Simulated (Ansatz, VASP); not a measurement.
# SbPb: VASP beside Ansatz

```
Sb Pb
1.0
     0.00000    3.10144    3.10144
     3.10144    0.00000    3.10144
     3.10144    3.10144    0.00000
Sb Pb
1 1
Direct
  0.50000 0.50000 0.50000
  0.00000 0.00000 0.00000
```

Alike in both runs: functional LDA; k mesh 12 × 12 × 12; occupations gaussian, width 0.1 eV; no spin polarisation.

Ansatz relaxed the structure, and its values are those at the end. VASP's run is a single point on that final structure, the one shown.

|  | VASP | Ansatz |
| --- | --- | --- |
| version | VASP 6.6.1 | Ansatz 0.2.0 |
| potentials or method | VASP PAW LDA potentials, release 64 (Sb, Pb_d), cutoff 520 eV | scalar-relativistic, plane waves, PAW |
| valence electrons in the cell | 19 | 29 |

VASP gave:

```
gap on the k mesh at the Fermi level (eV) : none
pressure (GPa)                            : 0.1
```

Question: Which values does Ansatz return?

Answer: gap on the k mesh at the Fermi level (eV): none; pressure (GPa): 0.0.

LDA's correlation is that of Perdew and Zunger in VASP and of Perdew and Wang (1992) in Ansatz. A gap of «none» marks a metal or a gap that the smearing closes. VASP's potentials hold 19 valence electrons a cell and Ansatz's 29, so a difference there can come from the potentials and not from the codes.

Spin-orbit coupling is off throughout.
